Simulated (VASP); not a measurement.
A run of VASP 6.6.1:

File INCAR:

```
SYSTEM = WS2
  PREC = Accurate
  ENCUT = 520
  EDIFF = 1E-7
  ISMEAR = 0
  SIGMA = 0.05
  LREAL = .FALSE.
  LASPH = .TRUE.
  NELM = 100
  ALGO = Normal
  ISIF = 2
  LWAVE = .FALSE.
  LCHARG = .FALSE.
  GGA = PS
  IVDW = 12
  NBANDS = 20
```

File KPOINTS:

```
Automatic mesh
0
G
  12 12 12
  0 0 0
```

The input POSCAR:

```
WS2
1.0
    1.5790003843      0.9116362969      6.1633300000
   -1.5790003843      0.9116362969      6.1633300000
    0.0000000000     -1.8232725938      6.1633300000
W S
1 2
Direct
   -0.0710714293     -0.0710714293      0.0934678728
    0.7503000000      0.7503000000      0.7503000000
    0.5810000000      0.5810000000      0.5810000000
```

Potentials or basis: VASP PAW PBE potentials, release 64 (W_sv, S).

Run with:

```sh
$ cat potpaw_PBE.64/W_sv/POTCAR potpaw_PBE.64/S/POTCAR > POTCAR
$ mpirun -np 1 vasp_std > vasp.out
```

Hardware: 1 thread of Intel(R) Xeon(R) 6975P-C (Granite Rapids), with other jobs on the host.

Q: How long does it take, and how much memory?

A: Wall time 9.8 min on 1 thread of Intel(R) Xeon(R) 6975P-C (Granite Rapids), with other jobs on the host, peak memory 0.67 GiB. Counts: scf iterations 15, k points 476.
